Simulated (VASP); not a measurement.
LiF, 4 atoms in the cell. The typed cell holds 4 atoms: a = 2.871 Å, b = 2.871 Å, c = 4.978 Å, α = 106.61°, β = 106.61°, γ = 60.29°. 

```yaml
Program: VASP 6.6.1
Task: single point
Functional: PBE
Potentials_or_basis: VASP PAW PBE potentials, release 64 (Li_sv, F)
Cutoff: 520 eV
k_mesh: 8 × 8 × 4
Occupations: gaussian, width 0.1 eV
Spin: no spin polarisation
Dipole_correction: no
Further_INCAR_settings: ALGO = Normal; EDIFF = 1e-06; NBANDS = 18
```

Potentials or basis: VASP PAW PBE potentials, release 64 (Li_sv, F).

Run with:

```console
$ cat potpaw_PBE.64/Li_sv/POTCAR potpaw_PBE.64/F/POTCAR > POTCAR
$ mpirun -np 1 vasp_std > vasp.out
```

Hardware: 1 thread of Intel(R) Xeon(R) 6975P-C (Granite Rapids), with other jobs on the host.

Problem. Estimate the wall time of this run.

Solution. Wall time 15 s on 1 thread of Intel(R) Xeon(R) 6975P-C (Granite Rapids), on a shared host, peak memory 0.17 GiB. Counts: scf iterations 12, k points 78.
